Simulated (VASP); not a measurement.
# GdN (Fm-3m) in VASP: single point with PBE

Aim: the single point of GdN with PBE.

All numbers are computed with VASP 6.6.1; they aren't measurements. Logs are shortened: lines on timing, memory, paths and dates and some standing lists are left out, and cuts for length are marked.

## (1) The cell of the first run

Symmetry: Fm-3m, No. 225, cubic system. Conventional cell: a = 4.984 Å, b = 4.984 Å, c = 4.984 Å, α = 90.00°, β = 90.00°, γ = 90.00°. Gd (site symmetry m-3m) has 6 N at 2.49 Å within 3.3 Å. N (site symmetry m-3m) has 6 Gd at 2.49 Å within 3.3 Å.

## (2) Single point, PBE, collinear spin, ferromagnetic start

Contents of POSCAR:

```
GdN
1.0
    0.0000000000      2.4919282250      2.4919282250
    2.4919282250      0.0000000000      2.4919282250
    2.4919282250      2.4919282250      0.0000000000
Gd N
1 1
Direct
    0.0000000000      0.0000000000      0.0000000000
    0.5000000000      0.5000000000      0.5000000000
```

Contents of INCAR.step1:

```
PREC = Accurate
ENCUT = 520
EDIFF = 1E-6
ISMEAR = 0
SIGMA = 0.1
LREAL = F
LASPH = T
NELM = 200
ALGO = Normal
ISIF = 2
LWAVE = F
LCHARG = T
ISPIN = 2
MAGMOM = 7.55 0
LMAXMIX = 6
GGA = PE
NBANDS = 22
GGA_COMPAT = F
NEDOS = 2001
LORBIT = 11
```

Contents of KPOINTS.step1:

```
regular mesh
0
Gamma
  14 14 14
```

Contents of INCAR.step2:

```
PREC = Accurate
ENCUT = 520
EDIFF = 1E-6
ISMEAR = -5
SIGMA = 0.1
LREAL = F
LASPH = T
NELM = 200
ALGO = Normal
ISIF = 2
LWAVE = F
LCHARG = F
ISPIN = 2
MAGMOM = 7.55 0
LORBIT = 11
LMAXMIX = 6
GGA = PE
NBANDS = 22
NEDOS = 1001
ICHARG = 11
GGA_COMPAT = F
```

Contents of KPOINTS.step2:

```
regular mesh
0
Gamma
  21 21 21
```

Potentials or basis: VASP PAW PBE potentials, release 64 (Gd, N).

The run is started by

```
$ cat potpaw_PBE.64/Gd/POTCAR potpaw_PBE.64/N/POTCAR > POTCAR
$ cp INCAR.step1 INCAR
$ cp KPOINTS.step1 KPOINTS
$ mpirun -np 1 vasp_std > vasp.out
$ cp INCAR.step2 INCAR
$ cp KPOINTS.step2 KPOINTS
$ mpirun -np 1 vasp_std > vasp.out
```

OUTCAR:

```text
PREC = Accurate
   ENCUT = 520
   EDIFF = 1E-6
   ISMEAR = -5
   LREAL = F
   LASPH = T
   NELM = 200
   ISIF = 2
   ISPIN = 2
   LORBIT = 11
   GGA = PE
   ICHARG = 11

 ion  position               nearest neighbor table
   1  0.000  0.000  0.000-   2 2.49   2 2.49   2 2.49   2 2.49   2 2.49   2 2.49
   2  0.500  0.500  0.500-   1 2.49   1 2.49   1 2.49   1 2.49   1 2.49   1 2.49

  LATTYP: Found a face centered cubic cell.
 ALAT       =     4.9838564500

  Lattice vectors:

 A1 = (   0.0000000000,   2.4919282250,   2.4919282250)
 A2 = (   2.4919282250,   0.0000000000,   2.4919282250)
 A3 = (   2.4919282250,   2.4919282250,   0.0000000000)

Analysis of symmetry for initial positions (statically):
=====================================================================
 Subroutine PRICEL returns:
 Original cell was already a primitive cell.

 Routine SETGRP: Setting up the symmetry group for a
 face centered cubic supercell.

 Subroutine GETGRP returns: Found 48 space group operations
 (whereof 48 operations were pure point group operations)
 out of a pool of 48 trial point group operations.

The static configuration has the point symmetry O_h .

Analysis of symmetry for dynamics (positions and initial velocities):
=====================================================================
 Subroutine PRICEL returns:
 Original cell was already a primitive cell.

 Routine SETGRP: Setting up the symmetry group for a
 face centered cubic supercell.

 Subroutine GETGRP returns: Found 48 space group operations
 (whereof 48 operations were pure point group operations)
 out of a pool of 48 trial point group operations.

The dynamic configuration has the point symmetry O_h .

Analysis of structural, dynamic, and magnetic symmetry:
=====================================================================
 Subroutine PRICEL returns:
 Original cell was already a primitive cell.

 Routine SETGRP: Setting up the symmetry group for a
 face centered cubic supercell.

 Subroutine GETGRP returns: Found 48 space group operations
 (whereof 48 operations were pure point group operations)
 out of a pool of 48 trial point group operations.

The overall configuration has the point symmetry O_h .

 Subroutine INISYM returns: Found 48 space group operations
 (whereof 48 operations are pure point group operations),
 and found     1 'primitive' translations

----------------------------------------------------------------------------------------

                                     Primitive cell

  volume of cell :      30.9483

  direct lattice vectors                    reciprocal lattice vectors
     0.000000000  2.491928225  2.491928225    -0.200647834  0.200647834  0.200647834
     2.491928225  0.000000000  2.491928225     0.200647834 -0.200647834  0.200647834
     2.491928225  2.491928225  0.000000000     0.200647834  0.200647834 -0.200647834

  length of vectors
     3.524118692  3.524118692  3.524118692     0.347532242  0.347532242  0.347532242

  position of ions in fractional coordinates (direct lattice)
     0.000000000  0.000000000  0.000000000
     0.500000000  0.500000000  0.500000000

  ion indices of the primitive-cell ions
   primitive index   ion index
                 1           1
                 2           2

----------------------------------------------------------------------------------------

 KPOINTS: regular mesh

Automatic generation of k-mesh.
 Grid dimensions read from file:
 generate k-points for:   21   21   21

 Generating k-lattice:

  Cartesian coordinates                     Fractional coordinates (reciprocal lattice)
    -0.009554659  0.009554659  0.009554659     0.047619048  0.000000000  0.000000000
     0.009554659 -0.009554659  0.009554659     0.000000000  0.047619048  0.000000000
     0.009554659  0.009554659 -0.009554659     0.000000000  0.000000000  0.047619048

  Length of vectors
     0.016549154  0.016549154  0.016549154

  Shift w.r.t. Gamma in fractional coordinates (k-lattice)
     0.000000000  0.000000000  0.000000000

 TETIRR: Found   1276 inequivalent tetrahedra from    55566

 Subroutine IBZKPT returns following result:
 ===========================================

 Found    286 irreducible k-points:

 Following reciprocal coordinates:
            Coordinates               Weight
  0.000000  0.000000  0.000000      1.000000
  0.047619  0.000000  0.000000      8.000000
  0.095238  0.000000  0.000000      8.000000
  0.142857  0.000000  0.000000      8.000000
  0.190476  0.000000  0.000000      8.000000
  0.238095  0.000000  0.000000      8.000000
[... 16 lines left out ...]
 -0.428571  0.047619  0.000000     24.000000
 -0.380952  0.047619  0.000000     24.000000
 [... further k-points ...]
   k-points           NKPTS =    286   k-points in BZ     NKDIM =    286   number of bands    NBANDS=     22
   number of dos      NEDOS =   1001   number of ions     NIONS =      2
   total plane-waves  NPLWV =  21952
   dimension x,y,z NGX =    28 NGY =   28 NGZ =   28
   dimension x,y,z NGXF=    56 NGYF=   56 NGZF=   56
   ions per type =               1   1
   NGX,Y,Z   is equivalent  to a cutoff of  13.21, 13.21, 13.21 a.u.
   NGXF,Y,Z  is equivalent  to a cutoff of  26.42, 26.42, 26.42 a.u.
 SYSTEM =  unknown system
   PREC   = accura    normal or accurate (medium, high low for compatibility)
   ISTART =      0    job   : 0-new  1-cont  2-samecut
   ICHARG =     11    charge: 1-file 2-atom 10-const
   ISPIN  =      2    spin polarized calculation?
   LNONCOLLINEAR =      F non collinear calculations
   LSORBIT =      F    spin-orbit coupling
   LASPH  =      T    aspherical Exc in radial PAW
   ENCUT  =  520.0 eV  38.22 Ry    6.18 a.u.   6.55  6.55  6.55*2*pi/ulx,y,z
   NELM   =    200;   NELMIN=  2; NELMDL=  0     # of ELM steps
   EDIFF  = 0.1E-05   stopping-criterion for ELM
   LREAL  =      F    real-space projection
[... 7 lines left out ...]
   TEBEG  =    0.0;   TEEND  =   0.0 temperature during run
   PSTRESS=    0.0 pullay stress
   NELECT =      23.0000    total number of electrons
   NUPDOWN=      -1.0000    fix difference up-down
   EMIN   =  10.00;   EMAX   =-10.00  energy-range for DOS
   EFERMI =   0.00;   METHOD = LEGACY
   ISMEAR =    -5;   SIGMA  =   0.10  broadening in eV -4-tet -1-fermi 0-gaus
   EFERMI_NEDOS =   21; number of points for ismear=-14 and -15
   IALGO  =     38    algorithm
   IMIX   =      4    mixing-type and parameters
     AMIX     =   0.40;   BMIX     =  1.00
     AMIX_MAG =   1.60;   BMIX_MAG =  1.00
  volume/ion in A,a.u.               =      15.47       104.42
  Fermi-wavevector in a.u.,A,eV,Ry     =   1.482877  2.802232 29.918196  2.198925
  Thomas-Fermi vector in A             =   2.596609
   LORBIT       =     11    0 simple, 1 ext, 2 COOP (PROOUT), +10 PAW based schemes
   GGA     = PE    functional components
   LHFCALC =     F    Hartree Fock is set to
   AEXX    =    0.0000 exact exchange contribution
   IVDW    =     0    specifies the selected vdW correction
   LEPSILON=     F    determine dielectric tensor
   LRPA    =     F    only Hartree local field effects (RPA)
 spin polarized calculation
 Fermi weights with tetrahedron method with Bloechl corrections
  energy-cutoff  :      520.00
  volume of cell :       30.95
 maximum number of plane-waves:       869

 number of electron      23.0000006 magnetization       7.0001888

 Free energy of the ion-electron system (eV)
  ---------------------------------------------------
  ext. energy  EPLUGINS =         0.00000000
  ---------------------------------------------------
  free energy    TOTEN  =       -23.21624593 eV

  energy without entropy =      -23.21624593  energy(sigma->0) =      -23.21624593

 E-fermi :   3.9867     XC(G=0): -11.5845

 val. band max:        4.0172195699   @ k =  -0.0476   0.0476   0.0000
 cond. band min:       3.9579193052   @ k =  -0.4762   0.4762   0.0000
 fundamental gap:     -0.0593002646
 Fermi energy:         3.9866969698

 spin component 1

 k-point     1 :       0.0000    0.0000    0.0000
  band No.  band energies     occupation
      1     -39.8373      1.00000
      2     -16.8330      1.00000
      3     -16.8330      1.00000
      4     -16.8330      1.00000
      5      -9.1341      1.00000
      6       0.3129      1.00000
[... 14 lines left out ...]
     21       8.5494      0.00000
     22      14.5811      0.00000
[... 552 lines left out ...]
  band No.  band energies     occupation
      1     -39.7533      1.00000
      2     -17.8792      1.00000
      3     -16.9429      1.00000
      4     -16.9109      1.00000
      5      -7.5959      1.00000
      6      -0.2591      1.00000
[... 14 lines left out ...]
     21      13.3995      0.00000
     22      17.1944      0.00000

 [... further k-points ...]

 spin component 2

 k-point     1 :       0.0000    0.0000    0.0000
  band No.  band energies     occupation
      1     -36.7395      1.00000
      2     -14.5861      1.00000
      3     -14.5861      1.00000
      4     -14.5861      1.00000
      5      -9.1268      1.00000
      6       3.0542      1.00000
[... 14 lines left out ...]
     21       9.5130      0.00000
     22      15.5332      0.00000
[... 552 lines left out ...]
  band No.  band energies     occupation
      1     -36.6306      1.00000
      2     -15.9769      1.00000
      3     -14.7139      1.00000
      4     -14.6723      1.00000
      5      -7.4030      1.00000
      6       0.1357      1.00000
[... 14 lines left out ...]
     21      14.3345      0.00000
     22      18.3368      0.00000

 [... further k-points ...]

------------------------ aborting loop because EDIFF is reached ----------------------------------------

  FORCE on cell =-STRESS in cart. coord.  units (eV):
  Direction    XX          YY          ZZ          XY          YZ          ZX
  --------------------------------------------------------------------------------------
  -------------------------------------------------------------------------------------
  Total        0.0231973      0.0231973      0.0231973     -0.0000000      0.0000000      0.0000000
  in kB        1.2009129      1.2009129      1.2009129     -0.0000000      0.0000000      0.0000000
  external PRESSURE =       1.2009129 kB  Pullay stress =       0.0000000 kB

 VOLUME and BASIS-vectors are now :
 -----------------------------------------------------------------------------
  energy-cutoff  :      520.00
  volume of cell :       30.95
      direct lattice vectors                 reciprocal lattice vectors
     0.000000000  2.491928225  2.491928225    -0.200647834  0.200647834  0.200647834
     2.491928225  0.000000000  2.491928225     0.200647834 -0.200647834  0.200647834
     2.491928225  2.491928225  0.000000000     0.200647834  0.200647834 -0.200647834

 POSITION                                       TOTAL-FORCE (eV/Angst)
 -----------------------------------------------------------------------------------
      0.00000      0.00000      0.00000         0.000000      0.000000     -0.000000
      2.49193      2.49193      2.49193        -0.000000     -0.000000      0.000000
 -----------------------------------------------------------------------------------
    total drift:                                0.000000      0.000000      0.000000

  FREE ENERGIE OF THE ION-ELECTRON SYSTEM (eV)
  ---------------------------------------------------
  free  energy   TOTEN  =       -23.2162459266 eV

  energy  without entropy=      -23.2162459266  energy(sigma->0) =      -23.21624593

 total charge

# of ion       s       p       d       f       tot
--------------------------------------------------
    1        2.034   5.663   0.532   6.999  15.228
    2        1.250   2.384   0.000   0.000   3.634
--------------------------------------------------
tot          3.284   8.047   0.532   6.999  18.862

 magnetization (x)

# of ion       s       p       d       f       tot
--------------------------------------------------
    1       -0.005  -0.081   0.083   6.807   6.804
    2       -0.007  -0.078   0.000   0.000  -0.085
--------------------------------------------------
tot         -0.013  -0.159   0.083   6.807   6.719
```

Run time: 15 min. Hardware: 1 thread of Oxide Virtual Turin-like, shared host; peak memory 0.4 GiB.

What came out:

| Quantity | Value |
| --- | --- |
| Net moment | 7.00 μB per cell |
| Site moments | Gd +6.80; N -0.09 μB |
| Valence electrons inside the program's atomic spheres | Gd 15.23; N 3.63 |

Levels at points of the mesh, in eV from the Fermi level:
Spin up:
| k point | band 12 | band 13 | band 14 | band 15 | band 16 | band 17 | band 18 | band 19 |
| --- | --- | --- | --- | --- | --- | --- | --- | --- |
| (0.00, 0.00, 0.00) | -3.27 | 0.19 | 0.19 | 0.19 | 2.43 | 2.43 | 2.43 | 3.15 |
Spin down:
| k point | band 6 | band 7 | band 8 | band 9 | band 10 | band 11 |
| --- | --- | --- | --- | --- | --- | --- |
| (0.00, 0.00, 0.00) | -0.93 | -0.93 | -0.93 | 1.64 | 2.17 | 2.17 |

Caveat: spin-orbit coupling is left out, which moves the levels of the heavy elements; a cell with one magnetic atom can't hold antiferromagnetic order, which such compounds often take; semilocal functionals describe open f shells poorly, which spoils levels, moments and volumes.
